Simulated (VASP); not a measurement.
Here is a VASP 6.6.1 calculation.

INCAR

```
SYSTEM = TaN
ALGO     = Normal         ! electronic algorithm
EDIFF    = 1E-6           ! SCF threshold, eV
ENCUT    = 520            ! plane-wave cutoff, eV
GGA      = PE             ! functional
ISIF     = 2              ! what is computed and relaxed
ISMEAR   = -1             ! smearing method
LASPH    = .True.         ! aspherical terms in the spheres
LCHARG   = .False.        ! write CHGCAR
LREAL    = .False.        ! projectors in reciprocal space
LWAVE    = .False.        ! write WAVECAR
NBANDS   = 15             ! bands
NELM     = 80             ! most SCF steps
PREC     = Accurate       ! precision mode
SIGMA    = 0.03           ! smearing width, eV
```

File KPOINTS:

```
k-points
0
Gamma
  9 9 8
  0 0 0
```

Contents of POSCAR:

```
TaN
1.0
    2.9380000000      0.0000000000      0.0000000000
   -1.4690000000      2.5443826363      0.0000000000
    0.0000000000      0.0000000000      2.8830000000
Ta N
1 1
Direct
    0.3333333333      0.6666666667      0.5000000000
    0.0000000000      0.0000000000      0.0000000000
```

Potentials or basis: VASP PAW PBE potentials, release 64 (Ta_pv, N).

Command:

```console
$ cat potpaw_PBE.64/Ta_pv/POTCAR potpaw_PBE.64/N/POTCAR > POTCAR
$ mpirun -np 1 vasp_std > vasp.out
```

**Question.** Estimate the pressure.

**Answer.** 5.4 GPa.

**Question.** What does it give for the band gap on the k mesh?

**Answer.** Zero (band 8 reaches 8.38 eV, above the bottom of band 9 at 8.17 eV).

Stress tensor (GPa, compression positive):
```
4.86 0.00 0.00
0.00 4.86 0.00
0.00 0.00 6.47
```

Caveat: spin-orbit coupling is left out, which moves the levels of the heavy elements.
